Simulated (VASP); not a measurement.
# Al: single point with r2SCAN

Al:

```
Al
1.0
     2.80809    0.00000    0.00000
    -1.40404    2.43187    0.00000
     0.00000    0.00000    4.68908
Al
2
Direct
  0.66667 0.33333 0.75000
  0.33333 0.66667 0.25000
```

This isn't the form of Al at room conditions, which is fcc.

| Item | Value |
| --- | --- |
| Program | VASP 6.6.1 |
| Task | single point |
| Functional | r2SCAN |
| Potentials or basis | VASP PAW PBE potentials, release 64 (Al) |
| Cutoff | 520 eV |
| k mesh | 24 × 24 × 14 |
| Occupations | gaussian, width 0.15 eV |
| Spin | no spin polarisation |

| Property | Result |
| --- | --- |
| Pressure | -0.2 GPa |
| Band gap on the k mesh | zero (bands 3 and 4 overlap by 7.58 eV) |

Stress tensor (GPa, compression positive):
```
 0.03  0.00  0.00
 0.00  0.03  0.00
 0.00  0.00 -0.80
```

Levels at points of the mesh, in eV from the Fermi level:
```tsv
k point	band 1	band 2	band 3	band 4	band 5	band 6	band 7	band 8
(0.00, 0.00, 0.00)	-12.06	-5.26	-4.87	11.98	11.98	12.12	12.12	12.62
(0.50, 0.00, 0.00)	-5.59	-5.58	0.60	1.13	1.37	1.90	6.45	8.39
(0.00, 0.00, 0.50)	-10.29	-10.29	3.28	3.28	13.01	13.01	13.01	13.01
(0.50, 0.00, 0.50)	-4.31	-4.31	-3.33	-3.33	7.96	7.96	7.99	7.99
```

Run time: 10 min on 1 thread of AMD EPYC 9R45 (Zen 5), on a shared host, peak memory 0.21 GiB.

Caveat: the PAW data sets were made with another functional, which shifts forces and pressure a little.
